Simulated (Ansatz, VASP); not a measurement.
**Two plane-wave programs on ZnO**

```xyz
4
Lattice="3.2275 0.0000 0.0000 -1.6137 2.7951 0.0000 0.0000 0.0000 5.1708" Properties=species:S:1:pos:R:3 pbc="T T T"
Zn    1.6137    0.9317    0.0000
Zn    0.0000    1.8634    2.5854
O     0.0000    1.8634    4.5452
O     1.6137    0.9317    1.9598
```

Alike in both runs: task single point; functional revPBE; k mesh 9 × 9 × 5; occupations fermi-dirac, width 0.05 eV; no spin polarisation.

|  | VASP | Ansatz |
| --- | --- | --- |
| version | VASP 6.6.1 | Ansatz 0.2.0 |
| potentials or method | VASP PAW PBE potentials, release 64 (Zn, O_h) | Ansatz PAW |
| plane-wave cutoff (eV) | 1340 | 420 |
| valence electrons in the cell | 36 | 36 |

Ansatz gave:

```
gap on the k mesh at the Fermi level (eV)                     : 0.90
least direct gap on the mesh (eV)                             : 0.90
pressure (GPa)                                                : 11.5
traceless stress, the component that is largest in VASP (GPa) : 1.18
rms of the force components (eV/Å)                            : 0.047
```

Question: What did VASP give for the same quantities?

Answer: gap on the k mesh at the Fermi level (eV): 0.89; least direct gap on the mesh (eV): 0.89; pressure (GPa): 12.6; traceless stress, the component that is largest in VASP (GPa): 1.21; rms of the force components (eV/Å): 0.049.

VASP's potentials were made for PBE, not for revPBE. Atom by atom the forces differ by 0.002 eV/Å (rms over components).

Noted on Ansatz's run: odd divisions of the mesh miss points on the zone boundary, where band edges often lie, so the gap on the mesh can be too wide.
